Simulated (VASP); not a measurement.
Ta5AlB2: single point with PBE

The system is Ta5AlB2.

```xyz
8
Lattice="-0.0001 -4.3399 0.0012 4.3394 0.0001 -0.0015 -2.1719 2.1679 6.2702" Properties=species:S:1:pos:R:3 pbc="T T T"
Ta    0.0006   -2.1694    1.8405
Ta   -0.0032   -2.1724    4.4308
Ta    2.1668   -0.0025    4.4295
Ta    2.1704    0.0005    1.8391
Ta   -0.0001    0.0000    0.0002
Al    2.1697   -2.1699   -0.0003
B    -0.0005   -0.0006    2.9737
B     2.1680   -2.1713    3.2962
```

| Property | Result |
| --- | --- |
| Program | VASP 6.6.1 |
| Task | single point |
| Functional | PBE |
| Potentials or basis | VASP PAW PBE potentials, release 64 (Ta_pv, Al, B) |
| Cutoff | 500 eV |
| k mesh | 6 × 6 × 6 |
| Occupations | gaussian, width 0.2 eV |
| Spin | no spin polarisation |
| Dipole correction | no |
| Further INCAR settings | ALGO = Normal; EDIFF = 1e-06; NBANDS = 42 |

| Item | Value |
| --- | --- |
| Pressure | 0.2 GPa |
| Largest force | 0.022 eV/Å |
| Band gap on the k mesh | zero (bands 32 and 33 overlap by 0.74 eV) |

Forces in eV/Å, atoms in the order of the input:
```
Ta  -0.001 -0.001 -0.021
Ta   0.003  0.000  0.022
Ta   0.000  0.001  0.021
Ta  -0.001  0.000 -0.020
Ta   0.001  0.000 -0.003
Al  -0.001  0.000  0.001
B   -0.001  0.000 -0.002
B   -0.001 -0.001  0.002
```

Levels at points of the mesh, in eV from the Fermi level:
```tsv
k point	band 28	band 29	band 30	band 31	band 32	band 33	band 34	band 35	band 36	band 37
(0.00, 0.00, 0.00)	-1.18	-0.87	-0.87	-0.56	-0.56	-0.47	1.58	1.87	3.28	3.28
(0.50, 0.00, 0.00)	-1.67	-0.73	-0.70	-0.35	0.27	0.39	0.52	1.00	1.36	1.78
(0.00, 0.50, 0.00)	-1.67	-0.72	-0.70	-0.35	0.27	0.39	0.52	1.00	1.37	1.78
(0.50, 0.50, 0.00)	-1.03	-0.76	-0.70	-0.37	-0.26	-0.12	0.05	0.74	1.49	1.74
(0.00, 0.00, 0.50)	-1.53	-0.69	-0.69	-0.30	-0.30	0.81	1.10	2.00	2.20	3.15
(0.50, 0.00, 0.50)	-1.67	-0.72	-0.70	-0.35	0.27	0.39	0.52	1.00	1.37	1.78
(0.00, 0.50, 0.50)	-1.67	-0.73	-0.70	-0.35	0.27	0.39	0.52	1.00	1.36	1.78
(0.50, 0.50, 0.50)	-1.03	-0.76	-0.70	-0.37	-0.26	-0.12	0.05	0.74	1.49	1.74
```

Wall time 7.6 min on 1 thread of Oxide Virtual Turin-like Processor (shared host), peak memory 0.48 GiB.

Caveat: spin-orbit coupling is left out, which moves the levels of the heavy elements.
